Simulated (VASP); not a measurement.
Here is a VASP 6.6.1 calculation.

File INCAR:

```
PREC     = Accurate       # precision mode
ENCUT    = 520            # plane-wave cutoff, eV
EDIFF    = 1E-8           # SCF threshold, eV
ISMEAR   = -1             # smearing method
SIGMA    = 0.08           # smearing width, eV
LREAL    = False          # projectors in reciprocal space
LASPH    = True           # aspherical terms in the spheres
NELM     = 60             # most SCF steps
ALGO     = Normal         # electronic algorithm
ISIF     = 2              # what is computed and relaxed
LWAVE    = False          # write WAVECAR
LCHARG   = False          # write CHGCAR
GGA      = PE             # functional
LEFG     = True         
NBANDS   = 35             # bands
```

File KPOINTS:

```
Automatic mesh
0
Gamma
  11 11 3
```

POSCAR

```
WSe2
1.0
    3.2899984505     -0.0493499768     -0.0493499768
   -1.6877375588      2.8738972249     -0.0180633452
   -0.1945500000     -0.1945500000     12.9700000000
W Se
2 4
Direct
    0.3333333333      0.6666666667      0.2500000000
    0.6666666667      0.3333333333      0.7500000000
    0.3333333333      0.6666666667      0.6210000000
    0.6666666667      0.3333333333      0.1210000000
    0.3333333333      0.6666666667      0.8790000000
    0.6666666667      0.3333333333      0.3790000000
```

Potentials or basis: VASP PAW PBE potentials, release 64 (W_sv, Se).

Run with:

```sh
$ cat potpaw_PBE.64/W_sv/POTCAR potpaw_PBE.64/Se/POTCAR > POTCAR
$ mpirun -np 1 vasp_std > vasp.out
```

Problem. What does it give for the largest force?

Solution. 0.814 eV/Å.

Problem. Predict the band gap on the k mesh.

Solution. 0.93 eV (least direct gap 1.69 eV).

Problem. Estimate the pressure.

Solution. 4.5 GPa.

Stress tensor (GPa, compression positive):
```
4.09 2.71 4.19
2.71 4.16 4.18
4.19 4.18 5.29
```

Caveat: the cell differs from its parent crystal (equal xy, yz and zx shear strains of -3 %); the cell stands under pressure; without QUAD_EFG the Cq values of the log hold for a quadrupole moment of 1 mb, not for the nuclei; spin-orbit coupling is left out, which moves the levels of the heavy elements. A k mesh can miss the band edges.
